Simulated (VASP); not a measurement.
Wanted: the native input for a VASP 6.6.1 run.

```yaml
Task: single point
Functional: PBEsol
Potentials_or_basis: VASP PAW PBE potentials, release 64 (Cu)
Cutoff: 520 eV
k_mesh: 9 × 9 × 3
Occupations: methfessel-paxton, width 0.05 eV
Spin: no spin polarisation
Dipole_correction: no
Further_INCAR_settings: ALGO = Normal; EDIFF = 1e-07; NBANDS = 30
```

The structure of Cu lies in POSCAR:

```
Cu
1.0
    2.5307600000      0.0000000000      0.0000000000
   -1.2653800000      2.1917100000      0.0000000000
    0.0000000000      0.0000000000      8.2618200000
Cu
4
Direct
    0.0000000000      0.0000000000      0.0000000000
    0.3333333333      0.6666666667      0.2500000000
    0.0000000000      0.0000000000      0.5000000000
    0.6666666667      0.3333333333      0.7500000000
```

One way to write it, as run:

INCAR

```
SYSTEM = Cu
ALGO = Normal
EDIFF = 1E-7
ENCUT = 520
GGA = PS
ISIF = 2
ISMEAR = 1
LASPH = .True.
LCHARG = .False.
LREAL = .False.
LWAVE = .False.
NBANDS = 30
NELM = 60
PREC = Accurate
SIGMA = 0.05
```

KPOINTS

```
k-points
0
Gamma
  9 9 3
  0 0 0
```

Potentials or basis: VASP PAW PBE potentials, release 64 (Cu).

The run is started by

```bash
$ cat potpaw_PBE.64/Cu/POTCAR > POTCAR
$ mpirun -np 1 vasp_std > vasp.out
```

It gave:

```yaml
Pressure: -1.2 GPa
Band_gap_on_the_k_mesh: zero (band 22 reaches 11.12 eV, above the bottom of band 23 at 6.03 eV)
```

Caveat: the PAW data sets were made with another functional, which shifts forces and pressure a little.

Run time: 29 s on 1 thread of Intel(R) Xeon(R) Platinum 8488C (Sapphire Rapids) (shared host), peak memory 0.16 GiB.
